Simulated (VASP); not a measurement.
# NaHF2 (R-3m) in VASP: notebook, part 4 of 5

VASP 6.6.1.

## (5) Electric field gradients, LDA (12.24 Å³/atom)

This run uses another cell than the first one, of 12.24 Å³/atom.

The input, INCAR:

```
SYSTEM = NaHF2
PREC     = Accurate       ! precision mode
ENCUT    = 520            ! plane-wave cutoff, eV
EDIFF    = 1E-8           ! SCF threshold, eV
ISMEAR   = -1             ! smearing method
SIGMA    = 0.02           ! smearing width, eV
LREAL    = .FALSE.        ! projectors in reciprocal space
LASPH    = .TRUE.         ! aspherical terms in the spheres
NELM     = 100            ! most SCF steps
ALGO     = Normal         ! electronic algorithm
ISIF     = 2              ! what is computed and relaxed
LWAVE    = .FALSE.        ! write WAVECAR
LCHARG   = .FALSE.        ! write CHGCAR
LEFG     = .TRUE.       
NBANDS   = 19             ! bands
```

The input, KPOINTS:

```
Automatic mesh
0
G
  10 10 10
  0 0 0
```

The input, POSCAR:

```
NaHF2
1.0
    1.7398922078      1.0045272345      4.6695925921
   -1.7398922078      1.0045272345      4.6695925921
    0.0000000000     -2.0090544691      4.6695925921
Na H F
1 1 2
Direct
    0.0000000000      0.0000000000      0.0000000000
    0.5000000000      0.5000000000      0.5000000000
    0.4100000000      0.4100000000      0.4100000000
    0.5900000000      0.5900000000      0.5900000000
```

Potentials or basis: VASP PAW LDA potentials, release 64 (Na_pv, H, F).

Command:

```bash
$ cat potpaw_LDA.64/Na_pv/POTCAR potpaw_LDA.64/H/POTCAR potpaw_LDA.64/F/POTCAR > POTCAR
$ mpirun -np 1 vasp_std > vasp.out
```

OUTCAR:

```text
SYSTEM = NaHF2
   PREC = Accurate
   ENCUT = 520
   EDIFF = 1E-8
   ISMEAR = -1
   LREAL = .FALSE.
   LASPH = .TRUE.
   NELM = 100
   ISIF = 2

 ion  position               nearest neighbor table
   1  0.000  0.000  0.000-   4 2.28   3 2.28   4 2.28   4 2.28   3 2.28   3 2.28
   2  0.500  0.500  0.500-   3 1.26   4 1.26
   3  0.410  0.410  0.410-   2 1.26   1 2.28   1 2.28   1 2.28
   4  0.590  0.590  0.590-   2 1.26   1 2.28   1 2.28   1 2.28

  LATTYP: Found a trigonal (rhomboedric) cell.
 ALAT       =     5.0834432067
 COS(alpha) =     0.7657073146

  Lattice vectors:

 A1 = (   1.7398922078,   1.0045272345,   4.6695925921)
 A2 = (  -1.7398922078,   1.0045272345,   4.6695925921)
 A3 = (   0.0000000000,  -2.0090544691,   4.6695925921)

Analysis of symmetry for initial positions (statically):
=====================================================================
 Subroutine PRICEL returns:
 Original cell was already a primitive cell.

 Routine SETGRP: Setting up the symmetry group for a
 trigonal (rhombohedral) supercell.

 Subroutine GETGRP returns: Found 12 space group operations
 (whereof 12 operations were pure point group operations)
 out of a pool of 12 trial point group operations.

The static configuration has the point symmetry D_3d.

Analysis of symmetry for dynamics (positions and initial velocities):
=====================================================================
 Subroutine PRICEL returns:
 Original cell was already a primitive cell.

 Routine SETGRP: Setting up the symmetry group for a
 trigonal (rhombohedral) supercell.

 Subroutine GETGRP returns: Found 12 space group operations
[... 169 lines left out ...]
      6      -8.6869      2.00000
[... 505 lines left out ...]
      6      -8.2442      2.00000
[... 11 lines left out ...]
     18      14.7570      0.00000
     19      15.1526      0.00000

 [... further k-points ...]
[... 5 lines left out ...]
  --------------------------------------------------------------------------------------
  -------------------------------------------------------------------------------------
  Total       -0.6519322     -0.6519322     -5.7628425      0.0000000      0.0000000      0.0000000
  in kB      -21.3303874    -21.3303874   -188.5528195      0.0000000      0.0000000      0.0000000
  external PRESSURE =     -77.0711981 kB  Pullay stress =       0.0000000 kB

 VOLUME and BASIS-vectors are now :
 -----------------------------------------------------------------------------
  energy-cutoff  :      520.00
  volume of cell :       48.97
      direct lattice vectors                 reciprocal lattice vectors
     1.739892208  1.004527235  4.669592592     0.287374125  0.165915528  0.071383815
    -1.739892208  1.004527235  4.669592592    -0.287374125  0.165915528  0.071383815
     0.000000000 -2.009054469  4.669592592     0.000000000 -0.331831056  0.071383815

 POSITION                                       TOTAL-FORCE (eV/Angst)
 -----------------------------------------------------------------------------------
      0.00000      0.00000      0.00000         0.000000     -0.000000      0.000000
      0.00000     -0.00000      7.00439         0.000000     -0.000000     -0.000000
      0.00000     -0.00000      5.74360         0.000000     -0.000000      2.171265
      0.00000     -0.00000      8.26518         0.000000      0.000000     -2.171265
 -----------------------------------------------------------------------------------
    total drift:                                0.000000      0.000000     -0.000000

  FREE ENERGIE OF THE ION-ELECTRON SYSTEM (eV)
  ---------------------------------------------------
  free  energy   TOTEN  =       -18.4552902390 eV

  energy  without entropy=      -18.4552902390  energy(sigma->0) =      -18.45529024

 Electric field gradients (V/A^2)
---------------------------------------------------------------------
 ion       V_xx      V_yy      V_zz      V_xy      V_xz      V_yz
---------------------------------------------------------------------
   1      -4.033    -4.033     8.067     0.000     0.000     0.000
   2       0.583     0.583    -1.166    -0.000     0.000    -0.000
   3     -59.787   -59.787   119.575    -0.000     0.000     0.000
   4     -59.787   -59.787   119.575     0.000    -0.000     0.000
---------------------------------------------------------------------

 Electric field gradients after diagonalization (V/A^2)
 (convention: |V_zz| > |V_xx| > |V_yy|)
----------------------------------------------------------------------
 ion       V_xx      V_yy      V_zz     asymmetry (V_yy - V_xx)/ V_zz
----------------------------------------------------------------------
   1      -4.033    -4.033     8.067       0.000
   2       0.583     0.583    -1.166       0.000
   3     -59.787   -59.787   119.575       0.000
   4     -59.787   -59.787   119.575       0.000
----------------------------------------------------------------------

           NMR quadrupolar parameters

 Cq : quadrupolar parameter    Cq=e*Q*V_zz/h
 eta: asymmetry parameters     (V_yy - V_xx)/ V_zz
 Q  : nuclear electric quadrupole moment in mb (millibarn)
----------------------------------------------------------------------
 ion       Cq(MHz)       eta       Q (mb)
----------------------------------------------------------------------
   1       0.020       0.000       1.000
   2      -0.003       0.000       1.000
   3       0.289       0.000       1.000
   4       0.289       0.000       1.000
----------------------------------------------------------------------
```

OSZICAR:

```text
N       E                     dE             d eps       ncg     rms          rms(c)
DAV:   1     0.191554355681E+03    0.19155E+03   -0.12078E+04  4433   0.124E+03
DAV:   2    -0.547631897123E+01   -0.19703E+03   -0.18620E+03  4728   0.354E+02
DAV:   3    -0.195979072287E+02   -0.14122E+02   -0.14062E+02  5284   0.944E+01
DAV:   4    -0.197784389111E+02   -0.18053E+00   -0.18045E+00  5058   0.113E+01
DAV:   5    -0.197806154763E+02   -0.21766E-02   -0.21765E-02  4845   0.123E+00    0.654E+00
DAV:   6    -0.185290217594E+02    0.12516E+01   -0.34715E+00  4817   0.153E+01    0.231E+00
DAV:   7    -0.184796628136E+02    0.49359E-01   -0.75946E-02  4690   0.222E+00    0.135E+00
DAV:   8    -0.184544956071E+02    0.25167E-01   -0.45056E-02  5076   0.226E+00    0.190E-01
DAV:   9    -0.184549763871E+02   -0.48078E-03   -0.41371E-03  4765   0.550E-01    0.874E-02
DAV:  10    -0.184552764653E+02   -0.30008E-03   -0.30248E-04  4625   0.196E-01    0.200E-02
DAV:  11    -0.184552883542E+02   -0.11889E-04   -0.84688E-05  4975   0.832E-02    0.144E-02
DAV:  12    -0.184552904991E+02   -0.21450E-05   -0.10371E-05  4700   0.308E-02    0.577E-03
DAV:  13    -0.184552902202E+02    0.27889E-06   -0.14618E-06  5208   0.125E-02    0.103E-03
DAV:  14    -0.184552902408E+02   -0.20518E-07   -0.10283E-07  4749   0.271E-03    0.336E-04
DAV:  15    -0.184552902390E+02    0.17062E-08   -0.68639E-09  2959   0.874E-04
   1 F= -.18455290E+02 E0= -.18455290E+02  d E =-.759894E-13
```

Wall time 4.5 min (1 thread of Intel Xeon Platinum 8488C (Sapphire Rapids), shared host); peak memory 0.25 GiB.

Results:

* Free energy: -18.4553 eV
* Pressure: -7.7 GPa
* Largest force: 2.171 eV/Å
* Band gap on the k mesh: 6.25 eV (least direct gap 6.55 eV)
* Largest electric field gradient by atom: Na +8.1; H -1.2; F +119.6 V/Å²

Forces on the atoms (eV/Å):
```
Na   0.000  0.000  0.000
H    0.000  0.000  0.000
F    0.000  0.000  2.171
F    0.000  0.000 -2.171
```

Levels at points of the mesh, in eV from the valence-band top:
```
           k point  band 8  band 9  band 10  band 11  band 12  band 13  band 14  band 15
(0.00, 0.00, 0.00)   -0.32   -0.31    -0.30    -0.30     6.25    12.69    13.83    15.17
(0.50, 0.00, 0.00)   -0.53   -0.45    -0.45    -0.41     9.93    11.07    14.71    15.04
(0.50, 0.50, 0.00)   -0.90   -0.72    -0.58    -0.12    10.82    11.19    13.31    13.66
(0.50, 0.50, 0.50)   -0.60   -0.60     0.00     0.00     7.99     9.66    13.45    18.88
```

Electric field gradients, principal values (V/Å²):
| atom | least | middle | greatest (by size) |
| --- | --- | --- | --- |
| 1 Na | -4.033 | -4.033 | 8.067 |
| 2 H | 0.583 | 0.583 | -1.166 |
| 3 F | -59.787 | -59.787 | 119.575 |
| 4 F | -59.787 | -59.787 | 119.575 |

Caveat: the stress differs along the axes, from -19 to -2 GPa; without QUAD_EFG the Cq values of the log hold for a quadrupole moment of 1 mb, not for the nuclei; forces of over 1 eV/Å act on the atoms, so gaps and moduli don't describe the material at rest. A k mesh can miss the band edges.

[end of part 4 of 5]
